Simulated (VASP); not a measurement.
Write the native input for VASP 6.6.1 that does the following.

| Property | Result |
| --- | --- |
| Task | single point |
| Functional | PBE |
| Potentials or basis | VASP PAW PBE potentials, release 64 (Ca_sv, O) |
| Cutoff | 520 eV |
| k mesh | 6 × 6 × 6 |
| Occupations | gaussian, width 0.01 eV |
| Spin | no spin polarisation |
| Dipole correction | no |
| Further INCAR settings | ALGO = Normal; EDIFF = 1e-07; NBANDS = 15 |

The structure of CaO lies in POSCAR:

```
CaO
1.0
    0.0000000000      2.3975523198      2.3975523198
    2.3975523198      0.0000000000      2.3975523198
    2.3975523198      2.3975523198      0.0000000000
Ca O
1 1
Direct
    0.0000000000      0.0000000000      0.0000000000
    0.5000000000      0.5000000000      0.5000000000
```

One way to write it, as run:

INCAR

```
PREC = Accurate ; ENCUT = 520
EDIFF = 1E-7 ; ISMEAR = 0
SIGMA = 0.01 ; LREAL = False
LASPH = True ; NELM = 100
ALGO = Normal ; ISIF = 2
LWAVE = False ; LCHARG = False
GGA = PE ; NBANDS = 15
```

KPOINTS

```
Automatic mesh
0
Gamma
  6 6 6
```

Potentials or basis: VASP PAW PBE potentials, release 64 (Ca_sv, O).

Run with:

```bash
$ cat potpaw_PBE.64/Ca_sv/POTCAR potpaw_PBE.64/O/POTCAR > POTCAR
$ mpirun -np 1 vasp_std > vasp.out
```

It gave:

| Property | Result |
| --- | --- |
| Pressure | 3.1 GPa |
| Band gap on the k mesh | 3.63 eV, indirect (least direct gap 4.01 eV) |

It took 4.7 s on 1 thread of Intel(R) Xeon(R) 6975P-C (Granite Rapids) (shared host), peak memory 0.15 GiB.
